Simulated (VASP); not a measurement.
Be2Se3:

```
Be Se
1.0
     6.89269    0.00000    0.00000
     0.00000    2.08207    3.63844
     0.00000   -2.08207    3.63844
Be Se
2 3
Cartesian
  4.7050 0.0000 2.9004
  2.1877 0.0000 2.9004
  5.4045 0.0000 5.6692
  1.4882 0.0000 5.6692
  3.4463 0.0000 4.6163
```

- Program: VASP 6.6.1
- Task: relaxation of cell and atoms
- Functional: PBE
- Potentials or basis: VASP PAW PBE potentials, release 64 (Be, Se)
- Cutoff: 600 eV
- k mesh: 3 × 5 × 5
- Occupations: gaussian, width 0.2 eV
- Spin: no spin polarisation

At the start: pressure 12.0 GPa; volume 20.89 Å³/atom.

Question: Where does the relaxation end?

Answer: Over 18 steps the energy falls by 946.6 meV/atom and the volume is 19.67 Å³/atom (-5.8 %); space group Amm2 (No. 38, to 0.05 Å).

Step by step:
| step | energy change (eV) | largest force (eV/Å) | pressure (GPa) | volume (Å³) |
| --- | --- | --- | --- | --- |
| 1 | 0.0000 | 5.3456 | 11.99 | 104.43 |
| 2 | -3.1827 | 0.9147 | -7.21 | 128.02 |
| 3 | -3.2346 | 0.8659 | -6.24 | 124.58 |
| 4 | -3.2346 | 0.8698 | -6.10 | 124.18 |
| 5 | -3.7960 | 0.6103 | -2.02 | 110.97 |
| 6 | -3.8597 | 0.7411 | 0.59 | 105.82 |
| 7 | -3.8598 | 0.7650 | 0.94 | 105.21 |
| 8 | -3.9769 | 0.6578 | 0.55 | 104.66 |
| 9 | -4.1198 | 1.0008 | 0.30 | 103.21 |
| 10 | -4.2374 | 0.7691 | 0.12 | 103.31 |
| 11 | -4.3747 | 1.1929 | -0.26 | 103.53 |
| 12 | -4.5086 | 0.7996 | -0.74 | 103.13 |
| 13 | -4.6213 | 0.6590 | -1.60 | 102.18 |
| 14 | -4.6867 | 0.2570 | 0.74 | 97.87 |
| 15 | -4.6869 | 0.2688 | 0.63 | 98.04 |
| 16 | -4.7157 | 0.2016 | -0.11 | 99.03 |
| 17 | -4.7233 | 0.1595 | -0.71 | 99.88 |
| 18 | -4.7332 | 0.0708 | 0.23 | 98.33 |

Final structure:
```
CELL_PARAMETERS angstrom
8.18189 0.00000 0.00000
0.00000 1.80971 3.32041
0.00000 -1.80971 3.32041
ATOMIC_POSITIONS crystal
Be 0.74787 0.44487 0.44487
Be 0.25213 0.44487 0.44487
Se 0.83516 0.77628 0.77628
Se 0.16484 0.77628 0.77628
Se 0.50000 0.54737 0.54737
```

Caveat: the relaxation stopped at a loose force limit of 0.08 eV/Å, so its end isn't a converged minimum.
